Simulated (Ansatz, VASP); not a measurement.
Given: the input of a run of VASP 6.6.1 on As.

File INCAR:

```
  PREC = Accurate
  ENCUT = 600
  EDIFF = 1E-6
  ISMEAR = 0
  SIGMA = 0.02
  LREAL = False
  LASPH = True
  NELM = 120
  ALGO = Normal
  ISIF = 2
  LWAVE = False
  LCHARG = False
  GGA = PS
  NBANDS = 22
  GGA_COMPAT = False
```

Contents of KPOINTS:

```
Automatic mesh
0
Gamma
  9 9 9
```

The input POSCAR:

```
As
1.0
    1.8807968987      1.0858785957      3.5140619945
   -1.8807968987      1.0858785957      3.5140619945
    0.0000000000     -2.1717571915      3.5140619945
As
2
Direct
    0.2260000000      0.2260000000      0.2260000000
    0.7740000000      0.7740000000      0.7740000000
```

Potentials or basis: VASP PAW PBE potentials, release 64 (As_d).

Launch:

```sh
$ cat potpaw_PBE.64/As_d/POTCAR > POTCAR
$ mpirun -np 1 vasp_std > vasp.out
```

Problem. Translate it to Ansatz 0.2.0. Potentials there: Ansatz PAW.

Solution. As run (the cutoff follows the program's own potentials):

input.yaml

```yaml
crystal:
  lattice:
    - [1.8807968987, 1.0858785957, 3.5140619945]
    - [-1.8807968987, 1.0858785957, 3.5140619945]
    - [0.0, -2.1717571915, 3.5140619945]
  atoms:
    - { symbol: As, position: [0.226, 0.226, 0.226] }
    - { symbol: As, position: [0.774, 0.774, 0.774] }
hamiltonian:
  xc: pbesol
  pseudopotentials: { kind: paw }
kpoints:
  mp_grid: { grid: [9, 9, 9] }
scf:
  occupations: { method: gaussian, width: 0.02 }
output:
  forces: true
  stress: true
  eigenvalues: true
```

Potentials or basis: Ansatz PAW.

The run is started by

```bash
$ ansatz run input.yaml --threads 1 --pin off --max-ram 3584MiB --backend cpu --events-out ev --progress --plain --runs-dir out
```

Both were run:

|  | VASP | Ansatz | Ansatz less VASP |
| --- | --- | --- | --- |
| gap on the k mesh at the Fermi level (eV) | none | none | - |
| pressure (GPa) | 0.5 | 0.3 | -0.20 |
| traceless stress, the component that is largest in VASP (GPa) | -0.36 | -0.35 | +0.013 |
| rms of the force components (eV/Å) | 0.220 | 0.215 | -0.0054 |

VASP's potentials were made for PBE, not for PBEsol. Atom by atom the forces differ by 0.005 eV/Å (rms over components). A gap of «none» marks a metal or a gap that the smearing closes. With one functional, cell and mesh, what is left measures potentials, basis and numerics.
